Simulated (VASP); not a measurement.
A run of VASP 6.6.1 is set up as follows.

File INCAR:

```
SYSTEM = CsTlH4
PREC = Accurate
ENCUT = 520
EDIFF = 1E-6
ISMEAR = 0
SIGMA = 0.1
LREAL = .FALSE.
LASPH = .TRUE.
NELM = 100
ALGO = Normal
ISIF = 2
LWAVE = .FALSE.
LCHARG = .FALSE.
GGA = PE
NBANDS = 22
```

KPOINTS

```
regular mesh
0
G
  10 10 6
  0 0 0
```

The input POSCAR:

```
CsTlH4
1.0
    3.8273850994      0.0000000000      0.0000000000
    0.0000000000      3.8273850994      0.0000000000
    0.0000000000      0.0000000000      6.7625177571
Cs Tl H
1 1 4
Direct
    0.5000000000      0.5000000000      0.5000000000
    0.0000000000      0.0000000000      0.0000000000
    0.5000000000      0.0000000000      0.1757064777
    0.0000000000      0.5000000000      0.8242935223
    0.5000000000      0.0000000000      0.8242935223
    0.0000000000      0.5000000000      0.1757064777
```

Potentials or basis: VASP PAW PBE potentials, release 64 (Cs_sv, Tl_d, H).

Run with:

```console
$ cat potpaw_PBE.64/Cs_sv/POTCAR potpaw_PBE.64/Tl_d/POTCAR potpaw_PBE.64/H/POTCAR > POTCAR
$ mpirun -np 1 vasp_std > vasp.out
```

Q: Predict the pressure.

A: 0.0 GPa.

Q: What does it give for the largest force?

A: 0.004 eV/Å.

Q: What does it give for the band gap on the k mesh?

A: Zero (band 13 reaches 2.62 eV, above the bottom of band 14 at 1.16 eV).

Forces on the atoms (eV/Å):
```
Cs   0.000  0.000  0.000
Tl   0.000  0.000  0.000
H    0.000  0.000 -0.004
H    0.000  0.000  0.004
H    0.000  0.000  0.004
H    0.000  0.000 -0.004
```

Caveat: spin-orbit coupling is left out, which moves the levels of the heavy elements.
